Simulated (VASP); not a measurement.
# SnGe2P2 (P4/mmm) in VASP: a series of runs

Runs on SnGe2P2. Level: PBE. Tasks: single point.

Everything below comes from runs of VASP 6.6.1. Logs are shortened: lines on timing, memory, paths and dates and some standing lists are left out, and cuts for length are marked.

## (1) The cell of the first run

Symmetry: P4/mmm, No. 123, tetragonal system. The conventional cell has a = 4.362 Å, b = 4.362 Å, c = 6.695 Å, α = 90.00°, β = 90.00°, γ = 90.00°. Within 4.2 Å of Sn (site symmetry 4/mmm) lie 8 P at 3.18 Å and 8 Ge at 3.78 Å. Within 1.9 Å of Ge (site symmetry 4mm) lie 1 P at 1.41 Å. P (site symmetry 4mm) has 1 Ge at 1.41 Å and 1 P at 1.53 Å within 1.9 Å.

## (2) Single point, PBE

INCAR

```
SYSTEM = SnGe2P2
PREC     = Accurate       ! precision mode
ENCUT    = 520            ! plane-wave cutoff, eV
EDIFF    = 1E-6           ! SCF threshold, eV
ISMEAR   = 0              ! smearing method
SIGMA    = 0.1            ! smearing width, eV
LREAL    = .FALSE.        ! projectors in reciprocal space
LASPH    = .TRUE.         ! aspherical terms in the spheres
NELM     = 100            ! most SCF steps
ALGO     = Normal         ! electronic algorithm
ISIF     = 2              ! what is computed and relaxed
LWAVE    = .FALSE.        ! write WAVECAR
LCHARG   = .FALSE.        ! write CHGCAR
GGA      = PE             ! functional
NBANDS   = 34             ! bands
```

KPOINTS

```
regular mesh
0
G
  4 4 4
  0 0 0
```

POSCAR

```
SnGe2P2
1.0
    4.3618232600      0.0000000000      0.0000000000
    0.0000000000      4.3618232600      0.0000000000
    0.0000000000      0.0000000000      6.6953397800
Sn Ge P
1 2 2
Direct
    0.5000000000      0.5000000000      0.0000000000
    0.0000000000      0.0000000000      0.3255970600
    0.0000000000      0.0000000000      0.6744029400
    0.0000000000      0.0000000000      0.8857167000
    0.0000000000      0.0000000000      0.1142833000
```

Potentials or basis: VASP PAW PBE potentials, release 64 (Sn_d, Ge_d, P).

Run with:

```console
$ cat potpaw_PBE.64/Sn_d/POTCAR potpaw_PBE.64/Ge_d/POTCAR potpaw_PBE.64/P/POTCAR > POTCAR
$ mpirun -np 1 vasp_std > vasp.out
```

OUTCAR:

```text
SYSTEM = SnGe2P2
   PREC = Accurate
   ENCUT = 520
   EDIFF = 1E-6
   ISMEAR = 0
   LREAL = .FALSE.
   LASPH = .TRUE.
   NELM = 100
   ISIF = 2
   GGA = PE

 ion  position               nearest neighbor table
   1  0.500  0.500  0.000-   4 3.18   5 3.18   4 3.18   5 3.18   4 3.18   5 3.18   4 3.18   5 3.18

   2  0.000  0.000  0.326-   5 1.41   3 2.34
   3  0.000  0.000  0.674-   4 1.41   2 2.34
   4  0.000  0.000  0.886-   3 1.41   5 1.53   1 3.18   1 3.18   1 3.18   1 3.18
   5  0.000  0.000  0.114-   2 1.41   4 1.53   1 3.18   1 3.18   1 3.18   1 3.18

 -----------------------------------------------------------------------------
|                                                                             |
|           W    W    AA    RRRRR   N    N  II  N    N   GGGG   !!!           |
|           W    W   A  A   R    R  NN   N  II  NN   N  G    G  !!!           |
|           W    W  A    A  R    R  N N  N  II  N N  N  G       !!!           |
|           W WW W  AAAAAA  RRRRR   N  N N  II  N  N N  G  GGG   !            |
|           WW  WW  A    A  R   R   N   NN  II  N   NN  G    G                |
|           W    W  A    A  R    R  N    N  II  N    N   GGGG   !!!           |
|                                                                             |
|     The distance between some ions is very small. Please check the          |
|     nearest-neighbor list in the OUTCAR file.                               |
|     I HOPE YOU KNOW WHAT YOU ARE DOING!                                     |
|                                                                             |
 -----------------------------------------------------------------------------

  LATTYP: Found a simple tetragonal cell.
 ALAT       =     4.3618232600
 C/A-ratio  =     1.5349864909

  Lattice vectors:

 A1 = (   4.3618232600,   0.0000000000,   0.0000000000)
 A2 = (   0.0000000000,   4.3618232600,   0.0000000000)
 A3 = (   0.0000000000,   0.0000000000,   6.6953397800)

Analysis of symmetry for initial positions (statically):
=====================================================================
 Subroutine PRICEL returns:
 Original cell was already a primitive cell.

 Routine SETGRP: Setting up the symmetry group for a
 simple tetragonal supercell.

 Subroutine GETGRP returns: Found 16 space group operations
 (whereof 16 operations were pure point group operations)
 out of a pool of 16 trial point group operations.

The static configuration has the point symmetry D_4h.

Analysis of symmetry for dynamics (positions and initial velocities):
=====================================================================
 Subroutine PRICEL returns:
 Original cell was already a primitive cell.

 Routine SETGRP: Setting up the symmetry group for a
 simple tetragonal supercell.

 Subroutine GETGRP returns: Found 16 space group operations
 (whereof 16 operations were pure point group operations)
 out of a pool of 16 trial point group operations.

The dynamic configuration has the point symmetry D_4h.

 Subroutine INISYM returns: Found 16 space group operations
 (whereof 16 operations are pure point group operations),
 and found     1 'primitive' translations

----------------------------------------------------------------------------------------

                                     Primitive cell

  volume of cell :     127.3822

  direct lattice vectors                    reciprocal lattice vectors
     4.361823260  0.000000000  0.000000000     0.229261926  0.000000000  0.000000000
     0.000000000  4.361823260  0.000000000     0.000000000  0.229261926  0.000000000
     0.000000000  0.000000000  6.695339780     0.000000000  0.000000000  0.149357618

  length of vectors
     4.361823260  4.361823260  6.695339780     0.229261926  0.229261926  0.149357618

  position of ions in fractional coordinates (direct lattice)
     0.500000000  0.500000000  0.000000000
     0.000000000  0.000000000  0.325597060
     0.000000000  0.000000000  0.674402940
     0.000000000  0.000000000  0.885716700
     0.000000000  0.000000000  0.114283300

  ion indices of the primitive-cell ions
   primitive index   ion index
                 1           1
                 2           2
                 3           3
                 4           4
                 5           5

----------------------------------------------------------------------------------------

 KPOINTS: regular mesh

Automatic generation of k-mesh.
 Grid dimensions read from file:
 generate k-points for:    4    4    4

 Generating k-lattice:

  Cartesian coordinates                     Fractional coordinates (reciprocal lattice)
     0.057315481  0.000000000  0.000000000     0.250000000  0.000000000  0.000000000
     0.000000000  0.057315481  0.000000000     0.000000000  0.250000000  0.000000000
     0.000000000  0.000000000  0.037339404     0.000000000  0.000000000  0.250000000

  Length of vectors
     0.057315481  0.057315481  0.037339404

  Shift w.r.t. Gamma in fractional coordinates (k-lattice)
     0.000000000  0.000000000  0.000000000

 Subroutine IBZKPT returns following result:
 ===========================================

 Found     18 irreducible k-points:

 Following reciprocal coordinates:
            Coordinates               Weight
  0.000000  0.000000  0.000000      1.000000
  0.250000  0.000000  0.000000      4.000000
  0.500000  0.000000  0.000000      2.000000
  0.250000  0.250000  0.000000      4.000000
  0.500000  0.250000  0.000000      4.000000
  0.500000  0.500000  0.000000      1.000000
[... 10 lines left out ...]
  0.500000  0.250000  0.500000      4.000000
  0.500000  0.500000  0.500000      1.000000
   k-points           NKPTS =     18   k-points in BZ     NKDIM =     18   number of bands    NBANDS=     34
   number of dos      NEDOS =    301   number of ions     NIONS =      5
   total plane-waves  NPLWV =  51200
   dimension x,y,z NGX =    32 NGY =   32 NGZ =   50
   dimension x,y,z NGXF=    64 NGYF=   64 NGZF=  100
   ions per type =               1   2   2
   NGX,Y,Z   is equivalent  to a cutoff of  12.20, 12.20, 12.42 a.u.
   NGXF,Y,Z  is equivalent  to a cutoff of  24.39, 24.39, 24.83 a.u.
 SYSTEM =  SnGe2P2
   PREC   = accura    normal or accurate (medium, high low for compatibility)
   ISTART =      0    job   : 0-new  1-cont  2-samecut
   ICHARG =      2    charge: 1-file 2-atom 10-const
   ISPIN  =      1    spin polarized calculation?
   LNONCOLLINEAR =      F non collinear calculations
   LSORBIT =      F    spin-orbit coupling
   LASPH  =      T    aspherical Exc in radial PAW
   ENCUT  =  520.0 eV  38.22 Ry    6.18 a.u.   8.11  8.11 12.45*2*pi/ulx,y,z
   NELM   =    100;   NELMIN=  2; NELMDL= -5     # of ELM steps
   EDIFF  = 0.1E-05   stopping-criterion for ELM
   LREAL  =      F    real-space projection
   EDIFFG = 0.1E-04   stopping-criterion for IOM
   NSW    =      0    number of steps for IOM
   IBRION =     -1    ionic relax: 0-MD 1-quasi-New 2-CG
   NFREE  =      0    steps in history (QN), initial steepest desc. (CG)
   ISIF   =      2    stress and relaxation
   ISYM   =      2    0-nonsym 1-usesym 2-fastsym
   POTIM  = 0.5000    time-step for ionic-motion
   TEBEG  =    0.0;   TEEND  =   0.0 temperature during run
   PSTRESS=    0.0 pullay stress
   NELECT =      52.0000    total number of electrons
   NUPDOWN=      -1.0000    fix difference up-down
   EMIN   =  10.00;   EMAX   =-10.00  energy-range for DOS
   EFERMI =   0.00;   METHOD = LEGACY
   ISMEAR =     0;   SIGMA  =   0.10  broadening in eV -4-tet -1-fermi 0-gaus
   EFERMI_NEDOS =   21; number of points for ismear=-14 and -15
   IALGO  =     38    algorithm
   IMIX   =      4    mixing-type and parameters
     AMIX     =   0.40;   BMIX     =  1.00
     AMIX_MAG =   1.60;   BMIX_MAG =  1.00
  volume/ion in A,a.u.               =      25.48       171.92
  Fermi-wavevector in a.u.,A,eV,Ry     =   1.214432  2.294943 20.066470  1.474844
  Thomas-Fermi vector in A             =   2.349851
   LORBIT       =      0    0 simple, 1 ext, 2 COOP (PROOUT), +10 PAW based schemes
   GGA     = PE    functional components
   LHFCALC =     F    Hartree Fock is set to
   AEXX    =    0.0000 exact exchange contribution
   IVDW    =     0    specifies the selected vdW correction
   LEPSILON=     F    determine dielectric tensor
   LRPA    =     F    only Hartree local field effects (RPA)
 non-spin polarized calculation
 Gauss-broadening in eV      SIGMA  =   0.10
  energy-cutoff  :      520.00
  volume of cell :      127.38
 maximum number of plane-waves:      3456
   NGX = 17   NGY = 17   NGZ = 25

 number of electron      52.0000012 magnetization

 Free energy of the ion-electron system (eV)
  ---------------------------------------------------
  ext. energy  EPLUGINS =         0.00000000
  ---------------------------------------------------
  free energy    TOTEN  =        19.53909290 eV

  energy without entropy =       19.55467842  energy(sigma->0) =       19.54688566

 E-fermi :   5.1960     XC(G=0):  -8.8064

 val. band max:        5.1644448803   @ k =   0.5000   0.2500   0.5000
 cond. band min:       5.2505314451   @ k =   0.5000   0.2500   0.5000
 fundamental gap:      0.0860865648
 Fermi energy:         5.1960121476

 k-point     1 :       0.0000    0.0000    0.0000
  band No.  band energies     occupation
      1     -23.7004      2.00000
      2     -23.3823      2.00000
      3     -22.5247      2.00000
      4     -22.5247      2.00000
      5     -22.4156      2.00000
      6     -22.4156      2.00000
[... 26 lines left out ...]
     33       9.9734      0.00000
     34      10.4424      0.00000

 k-point     2 :       0.2500    0.0000    0.0000
  band No.  band energies     occupation
      1     -23.7004      2.00000
      2     -23.3822      2.00000
      3     -22.5251      2.00000
      4     -22.5247      2.00000
      5     -22.4158      2.00000
      6     -22.4156      2.00000
[... 26 lines left out ...]
     33      10.5733      0.00000
     34      11.6371      0.00000

 k-point     3 :       0.5000    0.0000    0.0000
  band No.  band energies     occupation
      1     -23.7003      2.00000
      2     -23.3821      2.00000
      3     -22.5254      2.00000
      4     -22.5247      2.00000
      5     -22.4160      2.00000
      6     -22.4155      2.00000
[... 26 lines left out ...]
     33      10.7445      0.00000
     34      11.3326      0.00000

 k-point     4 :       0.2500    0.2500    0.0000
  band No.  band energies     occupation
      1     -23.7003      2.00000
      2     -23.3821      2.00000
      3     -22.5250      2.00000
      4     -22.5250      2.00000
      5     -22.4158      2.00000
      6     -22.4158      2.00000
[... 26 lines left out ...]
     33      10.8283      0.00000
     34      11.1719      0.00000

 k-point     5 :       0.5000    0.2500    0.0000
  band No.  band energies     occupation
      1     -23.7002      2.00000
      2     -23.3821      2.00000
      3     -22.5253      2.00000
      4     -22.5250      2.00000
      5     -22.4160      2.00000
      6     -22.4158      2.00000
[... 399 lines left out ...]
 k-point    16 :       0.2500    0.2500    0.5000
  band No.  band energies     occupation
      1     -23.6721      2.00000
      2     -23.4117      2.00000
      3     -22.5242      2.00000
      4     -22.5242      2.00000
      5     -22.4167      2.00000
      6     -22.4166      2.00000
[... 26 lines left out ...]
     33      10.0584      0.00000
     34      10.2429      0.00000

 k-point    17 :       0.5000    0.2500    0.5000
  band No.  band energies     occupation
      1     -23.6721      2.00000
      2     -23.4116      2.00000
      3     -22.5245      2.00000
      4     -22.5242      2.00000
      5     -22.4169      2.00000
      6     -22.4166      2.00000
[... 26 lines left out ...]
     33      10.2139      0.00000
     34      11.4732      0.00000

 k-point    18 :       0.5000    0.5000    0.5000
  band No.  band energies     occupation
      1     -23.6720      2.00000
      2     -23.4116      2.00000
      3     -22.5245      2.00000
      4     -22.5245      2.00000
      5     -22.4168      2.00000
      6     -22.4168      2.00000
[... 26 lines left out ...]
     33      10.8432      0.00000
     34      11.0664      0.00000

------------------------ aborting loop because EDIFF is reached ----------------------------------------

  FORCE on cell =-STRESS in cart. coord.  units (eV):
  Direction    XX          YY          ZZ          XY          YZ          ZX
  --------------------------------------------------------------------------------------
  -------------------------------------------------------------------------------------
  Total       -0.1957765     -0.1957765    244.9197660      0.0000000     -0.0000000      0.0000000
  in kB       -2.4624211     -2.4624211   3080.5316014      0.0000000     -0.0000000      0.0000000
  external PRESSURE =    1025.2022531 kB  Pullay stress =       0.0000000 kB

 VOLUME and BASIS-vectors are now :
 -----------------------------------------------------------------------------
  energy-cutoff  :      520.00
  volume of cell :      127.38
      direct lattice vectors                 reciprocal lattice vectors
     4.361823260  0.000000000  0.000000000     0.229261926  0.000000000  0.000000000
     0.000000000  4.361823260  0.000000000     0.000000000  0.229261926  0.000000000
     0.000000000  0.000000000  6.695339780     0.000000000  0.000000000  0.149357618

 POSITION                                       TOTAL-FORCE (eV/Angst)
 -----------------------------------------------------------------------------------
      2.18091      2.18091      0.00000         0.000000      0.000000      0.000000
      0.00000      0.00000      2.17998         0.000000     -0.000000     70.784696
      0.00000      0.00000      4.51536        -0.000000     -0.000000    -70.784696
      0.00000      0.00000      5.93017         0.000000      0.000000     33.365080
      0.00000      0.00000      0.76517         0.000000      0.000000    -33.365080
 -----------------------------------------------------------------------------------
    total drift:                                0.000000     -0.000000     -0.000000

  FREE ENERGIE OF THE ION-ELECTRON SYSTEM (eV)
  ---------------------------------------------------
  free  energy   TOTEN  =        19.5390928978 eV

  energy  without entropy=       19.5546784165  energy(sigma->0) =       19.54688566
```

It took 57 s on 1 thread of Intel Xeon Platinum 8488C (Sapphire Rapids), shared host; peak memory 0.25 GiB.

What came out:

| Property | Result |
| --- | --- |
| Free energy | 19.5391 eV |
| Pressure | 102.5 GPa |
| Largest force | 70.785 eV/Å |
| Band gap on the k mesh | zero (band 26 reaches 6.24 eV, above the bottom of band 27 at 4.55 eV) |

Forces on the atoms (eV/Å):
```
Sn    0.000   0.000   0.000
Ge    0.000   0.000  70.785
Ge    0.000   0.000 -70.785
P     0.000   0.000  33.365
P     0.000   0.000 -33.365
```

Stress tensor (GPa, compression positive):
```
 -0.25   0.00   0.00
  0.00  -0.25   0.00
  0.00   0.00 308.05
```

Caveat: the k points lie up to 0.36 Å⁻¹ apart; spin-orbit coupling is left out, which moves the levels of the heavy elements; forces of over 1 eV/Å act on the atoms, so gaps and moduli don't describe the material at rest.

(Part 1 of 2 ends here.)
